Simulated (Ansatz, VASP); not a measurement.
CdTe in VASP and in Ansatz

File INCAR:

```
SYSTEM = CdTe
  PREC = Accurate
  ENCUT = 520
  EDIFF = 1E-7
  ISMEAR = 0
  SIGMA = 0.05
  LREAL = .False.
  LASPH = .True.
  NELM = 60
  ALGO = Normal
  ISIF = 2
  LWAVE = .False.
  LCHARG = .False.
  GGA = PS
  NBANDS = 16
```

The input KPOINTS:

```
Automatic mesh
0
Gamma
  8 8 8
  0 0 0
```

Contents of POSCAR:

```
CdTe
1.0
    0.0000000000      3.1088500000      3.1088500000
    3.1088500000      0.0000000000      3.1088500000
    3.1088500000      3.1088500000      0.0000000000
Cd Te
1 1
Direct
    0.0000000000      0.0000000000      0.0000000000
    0.7500000000      0.7500000000      0.7500000000
```

Input for Ansatz:

```yaml
crystal:
  lattice:
    - [0.0, 3.10885, 3.10885]
    - [3.10885, 0.0, 3.10885]
    - [3.10885, 3.10885, 0.0]
  atoms:
    - { symbol: Cd, position: [0.0, 0.0, 0.0] }
    - { symbol: Te, position: [0.75, 0.75, 0.75] }
basis:
  ecutwfc: 420
kpoints:
  mp_grid: { grid: [8, 8, 8] }
hamiltonian:
  xc: pbesol
scf:
  occupations: { method: gaussian, width: 0.05 }
output:
  forces: true
  stress: true
  eigenvalues: true
```

Change from the starting cell: strain -0.030 along x and y, -0.030 along z, atoms carried along.

Alike in both runs: task single point; functional PBEsol; k mesh 8 × 8 × 8; occupations gaussian, width 0.05 eV; no spin polarisation.

|  | VASP | Ansatz |
| --- | --- | --- |
| version | VASP 6.6.1 | Ansatz 0.2.0 |
| potentials or method | VASP PAW PBE potentials, release 64 (Cd, Te), cutoff 520 eV | scalar-relativistic, plane waves, PAW |
| valence electrons in the cell | 18 | 36 |

|  | VASP | Ansatz | Ansatz less VASP |
| --- | --- | --- | --- |
| gap on the k mesh at the Fermi level (eV) | 1.04 | 1.03 | -0.009 |
| least direct gap on the mesh (eV) | 1.04 | 1.03 | -0.009 |
| pressure (GPa) | 7.5 | 7.2 | -0.27 |

VASP's potentials were made for PBE, not for PBEsol. With one functional, cell and mesh, what is left measures potentials, basis and numerics. VASP's potentials hold 18 valence electrons a cell and Ansatz's 36, so a difference there can come from the potentials and not from the codes.

Neither program's run includes spin-orbit coupling.
